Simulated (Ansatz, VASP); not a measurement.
One calculation of GeW3, two programs

```
Ge W
1.0
     4.00611    0.00000    0.00000
     0.00000    4.00611    0.00000
     0.00000    0.00000    4.00611
Ge W
1 3
Direct
  0.00000 0.00000 0.00000
  0.00000 0.50000 0.50000
  0.50000 0.00000 0.50000
  0.50000 0.50000 0.00000
```

Alike in both runs: task relaxation of cell and atoms; functional PBE; k mesh 4 × 4 × 4; occupations gaussian, width 0.1 eV; no spin polarisation.

|  | VASP | Ansatz |
| --- | --- | --- |
| version | VASP 6.6.1 | Ansatz 0.2.0 |
| potentials or method | VASP PAW PBE potentials, release 64 (Ge_d, W_sv), cutoff 600 eV | scalar-relativistic, plane waves, PAW |
| valence electrons in the cell | 56 | 56 |

```tsv
	VASP	Ansatz	Ansatz less VASP
gap on the k mesh at the Fermi level, each at its own relaxed structure (eV)	none	none	-
relaxed volume (Å³/atom)	15.76	15.72	-0.040
relaxed cell length with the largest relative difference (Å)	3.980	3.976	-0.0034
```

A gap of «none» marks a metal or a gap that the smearing closes.

The k mesh is coarse, so the values compare programs but aren't converged. Spin-orbit coupling is off throughout.
